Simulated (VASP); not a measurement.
Input of a VASP 6.6.1 run:

INCAR

```
  PREC = Accurate
  ENCUT = 520
  EDIFF = 1E-8
  ISMEAR = 0
  SIGMA = 0.01
  LREAL = F
  LASPH = T
  NELM = 60
  ALGO = Normal
  ISIF = 2
  LWAVE = F
  LCHARG = F
  METAGGA = R2SCAN
  LMIXTAU = T
  LCALCEPS = T
```

Contents of KPOINTS:

```
Automatic mesh
0
Gamma
  6 6 6
```

POSCAR

```
NaCl
1.0
    3.4595452951      0.0000000000      0.0000000000
    0.0000000000      3.4595452951      0.0000000000
    0.0000000000      0.0000000000      3.4595452951
Na Cl
1 1
Direct
    0.0000000000      0.0000000000      0.0000000000
    0.5000000000      0.5000000000      0.5000000000
```

Potentials or basis: VASP PAW PBE potentials, release 64 (Na_pv, Cl).

Command:

```console
$ cat potpaw_PBE.64/Na_pv/POTCAR potpaw_PBE.64/Cl/POTCAR > POTCAR
$ mpirun -np 1 vasp_std > vasp.out
```

Problem. Estimate the electronic dielectric tensor (diagonal).

Solution. 2.57.

Problem. What does it give for the Born charges (mean of the diagonal)?

Solution. Na +1.14; Cl -1.14 e.

Problem. Estimate the band gap on the k mesh.

Solution. 4.95 eV (least direct gap 5.49 eV).

Dipole moments of the cell (e·Å, modulo the quantum): ionic -12.108, -12.108, -12.108; electronic 0.000, 0.000, 0.004

 A k mesh can miss the band edges.
